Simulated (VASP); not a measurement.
# TiTe2 (P-3m1) in VASP: a series of runs, part 2 of 2

VASP 6.6.1. The steps go on from the part before.

## 3. Relaxation of the atoms, PBE

The input, INCAR:

```
SYSTEM = TiTe2
PREC = Accurate
ENCUT = 450
EDIFF = 1E-7
ISMEAR = -1
SIGMA = 0.05
LREAL = .FALSE.
LASPH = .TRUE.
NELM = 120
ALGO = Normal
ISIF = 2
LWAVE = .FALSE.
LCHARG = .FALSE.
GGA = PE
IBRION = 2
NSW = 80
EDIFFG = -0.02
GGA_COMPAT = .FALSE.
NELMIN = 4
```

The input, KPOINTS:

```
regular mesh
0
G
  10 10 5
  0 0 0
```

The input, POSCAR:

```
TiTe2
1.0
    3.7770000000      0.0000000000      0.0000000000
   -1.8885000000      3.2709779501      0.0000000000
    0.0000000000      0.0000000000      6.4980000000
Ti Te
1 2
Direct
    0.0000000000      0.0000000000      0.0000000000
    0.6666666667      0.3333333333      0.2628000000
    0.3333333333      0.6666666667      0.7372000000
```

Potentials or basis: VASP PAW PBE potentials, release 64 (Ti_sv, Te).

Started as:

```console
$ cat potpaw_PBE.64/Ti_sv/POTCAR potpaw_PBE.64/Te/POTCAR > POTCAR
$ mpirun -np 1 vasp_std > vasp.out
```

OUTCAR:

```text
SYSTEM = TiTe2
   PREC = Accurate
   ENCUT = 450
   EDIFF = 1E-7
   ISMEAR = -1
   LREAL = .FALSE.
   LASPH = .TRUE.
   NELM = 120
   ISIF = 2
   GGA = PE
   IBRION = 2
   NSW = 80
   EDIFFG = -0.02
   NELMIN = 4

 ion  position               nearest neighbor table
   1  0.000  0.000  0.000-   2 2.77   3 2.77   2 2.77   3 2.77   2 2.77   3 2.77
   2  0.667  0.333  0.263-   1 2.77   1 2.77   1 2.77
   3  0.333  0.667  0.737-   1 2.77   1 2.77   1 2.77

  LATTYP: Found a hexagonal cell.
 ALAT       =     3.7770000000
 C/A-ratio  =     1.7204130262

  Lattice vectors:

 A1 = (   3.7770000000,   0.0000000000,   0.0000000000)
 A2 = (  -1.8885000000,   3.2709779501,   0.0000000000)
 A3 = (   0.0000000000,   0.0000000000,   6.4980000000)

Analysis of symmetry for initial positions (statically):
=====================================================================
 Subroutine PRICEL returns:
 Original cell was already a primitive cell.

 Routine SETGRP: Setting up the symmetry group for a
 hexagonal supercell.

 Subroutine GETGRP returns: Found 12 space group operations
 (whereof 12 operations were pure point group operations)
 out of a pool of 24 trial point group operations.

The static configuration has the point symmetry D_3d.

Analysis of symmetry for dynamics (positions and initial velocities):
=====================================================================
 Subroutine PRICEL returns:
 Original cell was already a primitive cell.

 Routine SETGRP: Setting up the symmetry group for a
 hexagonal supercell.

 Subroutine GETGRP returns: Found 12 space group operations
 (whereof 12 operations were pure point group operations)
 out of a pool of 24 trial point group operations.

The dynamic configuration has the point symmetry D_3d.

 Subroutine INISYM returns: Found 12 space group operations
 (whereof 12 operations are pure point group operations),
 and found     1 'primitive' translations

----------------------------------------------------------------------------------------

                                     Primitive cell

  volume of cell :      80.2794

  direct lattice vectors                    reciprocal lattice vectors
     3.777000000  0.000000000  0.000000000     0.264760392  0.152859484  0.000000000
    -1.888500000  3.270977950  0.000000000     0.000000000  0.305718967  0.000000000
     0.000000000  0.000000000  6.498000000     0.000000000  0.000000000  0.153893506

  length of vectors
     3.777000000  3.777000000  6.498000000     0.305718967  0.305718967  0.153893506

  position of ions in fractional coordinates (direct lattice)
     0.000000000  0.000000000  0.000000000
     0.666666667  0.333333333  0.262800000
     0.333333333  0.666666667  0.737200000

  ion indices of the primitive-cell ions
   primitive index   ion index
                 1           1
                 2           2
                 3           3

----------------------------------------------------------------------------------------

[... 48 lines left out ...]
  0.000000  0.400000  0.200000      6.000000
  0.500000  0.000000  0.200000      6.000000
 [... further k-points ...]
   k-points           NKPTS =     58   k-points in BZ     NKDIM =     58   number of bands    NBANDS=     16
   number of dos      NEDOS =    301   number of ions     NIONS =      3
   total plane-waves  NPLWV =  37632
   dimension x,y,z NGX =    28 NGY =   28 NGZ =   48
   dimension x,y,z NGXF=    56 NGYF=   56 NGZF=   96
   ions per type =               1   2
   NGX,Y,Z   is equivalent  to a cutoff of  12.32, 12.32, 12.28 a.u.
   NGXF,Y,Z  is equivalent  to a cutoff of  24.65, 24.65, 24.56 a.u.
 SYSTEM =  TiTe2
   PREC   = accura    normal or accurate (medium, high low for compatibility)
   ISTART =      0    job   : 0-new  1-cont  2-samecut
   ICHARG =      2    charge: 1-file 2-atom 10-const
   ISPIN  =      1    spin polarized calculation?
   LNONCOLLINEAR =      F non collinear calculations
   LSORBIT =      F    spin-orbit coupling
   LASPH  =      T    aspherical Exc in radial PAW
   ENCUT  =  450.0 eV  33.07 Ry    5.75 a.u.   6.53  6.53 11.24*2*pi/ulx,y,z
   NELM   =    120;   NELMIN=  4; NELMDL= -5     # of ELM steps
   EDIFF  = 0.1E-06   stopping-criterion for ELM
   LREAL  =      F    real-space projection
   EDIFFG = -.2E-01   stopping-criterion for IOM
   NSW    =     80    number of steps for IOM
   IBRION =      2    ionic relax: 0-MD 1-quasi-New 2-CG
   NFREE  =      1    steps in history (QN), initial steepest desc. (CG)
   ISIF   =      2    stress and relaxation
   ISYM   =      2    0-nonsym 1-usesym 2-fastsym
   POTIM  = 0.5000    time-step for ionic-motion
   TEBEG  =    0.0;   TEEND  =   0.0 temperature during run
   PSTRESS=    0.0 pullay stress
   NELECT =      24.0000    total number of electrons
   NUPDOWN=      -1.0000    fix difference up-down
   EMIN   =  10.00;   EMAX   =-10.00  energy-range for DOS
   EFERMI =   0.00;   METHOD = LEGACY
   ISMEAR =    -1;   SIGMA  =   0.05  broadening in eV -4-tet -1-fermi 0-gaus
   EFERMI_NEDOS =   21; number of points for ismear=-14 and -15
   IALGO  =     38    algorithm
   IMIX   =      4    mixing-type and parameters
     AMIX     =   0.40;   BMIX     =  1.00
     AMIX_MAG =   1.60;   BMIX_MAG =  1.00
  volume/ion in A,a.u.               =      26.76       180.58
  Fermi-wavevector in a.u.,A,eV,Ry     =   1.094655  2.068597 16.303438  1.198269
  Thomas-Fermi vector in A             =   2.230964
   LORBIT       =      0    0 simple, 1 ext, 2 COOP (PROOUT), +10 PAW based schemes
   GGA     = PE    functional components
   LHFCALC =     F    Hartree Fock is set to
   AEXX    =    0.0000 exact exchange contribution
   IVDW    =     0    specifies the selected vdW correction
   LEPSILON=     F    determine dielectric tensor
   LRPA    =     F    only Hartree local field effects (RPA)
 conjugate gradient relaxation of ions
 non-spin polarized calculation
  energy-cutoff  :      450.00
  volume of cell :       80.28
 maximum number of plane-waves:      1768
 NGX is ok and might be reduce to    28
   NGX = 13   NGY = 13   NGZ = 23

--------------------------------------- Ionic step        1  -------------------------------------------

 number of electron      23.9999998 magnetization

 Free energy of the ion-electron system (eV)
  ---------------------------------------------------
  ext. energy  EPLUGINS =         0.00000000
  ---------------------------------------------------
  free energy    TOTEN  =       -16.21229132 eV

  energy without entropy =      -16.20110871  energy(sigma->0) =      -16.20670002

------------------------ aborting loop because EDIFF is reached ----------------------------------------

  FORCE on cell =-STRESS in cart. coord.  units (eV):
  Direction    XX          YY          ZZ          XY          YZ          ZX
  --------------------------------------------------------------------------------------
  -------------------------------------------------------------------------------------
  Total        0.2767620      0.2767620      0.7194382      0.0000000      0.0000000      0.0000000
  in kB        5.5234796      5.5234796     14.3581917      0.0000000      0.0000000      0.0000000
  external PRESSURE =       8.4683836 kB  Pullay stress =       0.0000000 kB
[... 61 lines left out ...]
--------------------------------------- Ionic step        3  -------------------------------------------

 number of electron      23.9999998 magnetization

 Free energy of the ion-electron system (eV)
  ---------------------------------------------------
  ext. energy  EPLUGINS =         0.00000000
  ---------------------------------------------------
  free energy    TOTEN  =       -16.21243644 eV

  energy without entropy =      -16.20126361  energy(sigma->0) =      -16.20685003

 E-fermi :   6.8395     XC(G=0):  -9.8632

 val. band max:        6.8037856420   @ k =   0.5000   0.0000   0.2000
 cond. band min:       6.8408119412   @ k =   0.5000   0.0000   0.0000
 fundamental gap:      0.0370262992
 Fermi energy:         6.8395230875

 k-point     1 :       0.0000    0.0000    0.0000
  band No.  band energies     occupation
      1     -50.6609      2.00000
      2     -26.9209      2.00000
      3     -26.9209      2.00000
      4     -26.8762      2.00000
      5      -5.5786      2.00000
      6      -4.0762      2.00000
[... 433 lines left out ...]
      3     -26.9304      2.00000
      4     -26.8666      2.00000
      5      -3.8283      2.00000
      6      -3.6061      2.00000
[... 8 lines left out ...]
     15       8.2968      0.00000
     16       9.4709      0.00000

 [... further k-points ...]

------------------------ aborting loop because EDIFF is reached ----------------------------------------

  FORCE on cell =-STRESS in cart. coord.  units (eV):
  Direction    XX          YY          ZZ          XY          YZ          ZX
  --------------------------------------------------------------------------------------
  -------------------------------------------------------------------------------------
  Total        0.2180826      0.2180826      0.6117981      0.0000000     -0.0000000      0.0000000
  in kB        4.3523850      4.3523850     12.2099635      0.0000000     -0.0000000      0.0000000
  external PRESSURE =       6.9715778 kB  Pullay stress =       0.0000000 kB
[... 18 lines left out ...]
  FREE ENERGIE OF THE ION-ELECTRON SYSTEM (eV)
  ---------------------------------------------------
  free  energy   TOTEN  =       -16.2124364447 eV

  energy  without entropy=      -16.2012636105  energy(sigma->0) =      -16.20685003

 reached required accuracy - stopping structural energy minimisation
```

OSZICAR:

```text
N       E                     dE             d eps       ncg     rms          rms(c)
DAV:   1     0.161271967576E+03    0.16127E+03   -0.10254E+04  1872   0.125E+03
DAV:   2    -0.230267500869E+01   -0.16357E+03   -0.16206E+03  2024   0.315E+02
DAV:   3    -0.180968931084E+02   -0.15794E+02   -0.15398E+02  3208   0.877E+01
[... 27 lines left out ...]
DAV:   3    -0.162124391598E+02    0.44079E-05   -0.83581E-05  2704   0.611E-02    0.169E-02
DAV:   4    -0.162124378393E+02    0.13205E-05   -0.89163E-06  2280   0.181E-02    0.154E-02
DAV:   5    -0.162124367125E+02    0.11268E-05   -0.11917E-06  1992   0.892E-03    0.214E-03
DAV:   6    -0.162124365059E+02    0.20661E-06   -0.82315E-08  1040   0.226E-03    0.107E-03
DAV:   7    -0.162124364447E+02    0.61183E-07   -0.12990E-08   968   0.110E-03
   3 F= -.16212436E+02 E0= -.16206850E+02  d E =-.145121E-03
```

CONTCAR:

```text
TiTe2
   1.00000000000000
     3.7770000000000001    0.0000000000000000    0.0000000000000000
    -1.8885000000000001    3.2709779500999998    0.0000000000000000
     0.0000000000000000    0.0000000000000000    6.4980000000000002
  Ti              Te
     1     2
Direct
     0.0000000000000000    0.0000000000000000    0.0000000000000000
     0.6666666667000030    0.3333333332999970    0.2634987346767091
     0.3333333332999970    0.6666666667000030    0.7365012653232909

  0.00000000E+00  0.00000000E+00  0.00000000E+00
  0.00000000E+00  0.00000000E+00  0.00000000E+00
  0.00000000E+00  0.00000000E+00  0.00000000E+00
```

Wall time 1.9 min (1 thread of AMD EPYC 7R13 (Zen 3), shared host); peak memory 0.2 GiB.

What came out:

```
Free energy                  : -16.2124 eV
Energy gained by relaxing    : 0.0 meV/atom
Ionic steps                  : 3
Pressure after relaxing      : 0.7 GPa
Largest force after relaxing : 0.005 eV/Å
Band gap on the k mesh       : zero (bands 12 and 13 overlap by 0.61 eV)
```

Forces on the atoms (eV/Å):
```
Ti   0.000  0.000  0.000
Te   0.000  0.000 -0.005
Te   0.000  0.000  0.005
```

The path:
```tsv
step	energy change (eV)	largest force (eV/Å)	pressure (GPa)
1	0.0000	0.0373	0.85
2	-0.0001	0.0206	0.79
3	-0.0001	0.0048	0.70
```

Final structure:
```yaml
crystal:
  lattice:
    - [3.77700, 0.00000, 0.00000]
    - [-1.88850, 3.27098, 0.00000]
    - [0.00000, 0.00000, 6.49800]
  atoms:
    - { symbol: Ti, position: [0.00000, 0.00000, 0.00000] }
    - { symbol: Te, position: [0.66667, 0.33333, 0.26350] }
    - { symbol: Te, position: [0.33333, 0.66667, 0.73650] }
```

Caveat: spin-orbit coupling is left out, which moves the levels of the heavy elements; this functional lacks dispersion, which binds the layers, so the pressure and a relaxed spacing across them are unreliable.
